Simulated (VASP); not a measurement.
Set up this calculation in VASP 6.6.1, as the native input.

- Task: electric field gradients
- Functional: PBEsol
- Potentials or basis: VASP PAW PBE potentials, release 64 (Ti_sv)
- Cutoff: 520 eV
- k mesh: 14 × 14 × 8
- Occupations: fermi-dirac, width 0.05 eV
- Spin: no spin polarisation
- Dipole correction: no
- Further INCAR settings: ALGO = Normal; EDIFF = 1e-08; NBANDS = 19

The structure of Ti lies in POSCAR:

```
Ti
1.0
    2.9401315731      0.0000000000      0.0000000000
   -1.4700657866      2.5462286328      0.0000000000
    0.0000000000      0.0000000000      4.6703276421
Ti
2
Direct
    0.3333333333      0.6666666667      0.2500000000
    0.6666666667      0.3333333333      0.7500000000
```

The input as run:

INCAR

```
PREC     = Accurate       # precision mode
ENCUT    = 520            # plane-wave cutoff, eV
EDIFF    = 1E-8           # SCF threshold, eV
ISMEAR   = -1             # smearing method
SIGMA    = 0.05           # smearing width, eV
LREAL    = F              # projectors in reciprocal space
LASPH    = T              # aspherical terms in the spheres
NELM     = 80             # most SCF steps
ALGO     = Normal         # electronic algorithm
ISIF     = 2              # what is computed and relaxed
LWAVE    = F              # write WAVECAR
LCHARG   = F              # write CHGCAR
GGA      = PS             # functional
LEFG     = T            
NBANDS   = 19             # bands
```

KPOINTS

```
Automatic mesh
0
Gamma
  14 14 8
```

Potentials or basis: VASP PAW PBE potentials, release 64 (Ti_sv).

Command:

```sh
$ cat potpaw_PBE.64/Ti_sv/POTCAR > POTCAR
$ mpirun -np 1 vasp_std > vasp.out
```

It gave:

```json
{"Pressure": "-5.1 GPa", "Band gap on the k mesh": "zero (bands 12 and 13 overlap by 1.04 eV)", "Largest electric field gradient by atom": "Ti +17.0 V/Å²"}
```

Caveat: the cell stands under tension; without QUAD_EFG the Cq values of the log hold for a quadrupole moment of 1 mb, not for the nuclei; the PAW data sets were made with another functional, which shifts forces and pressure a little.

Run time: 120 s on 1 thread of Intel Xeon 8259CL (shared host), peak memory 0.2 GiB.
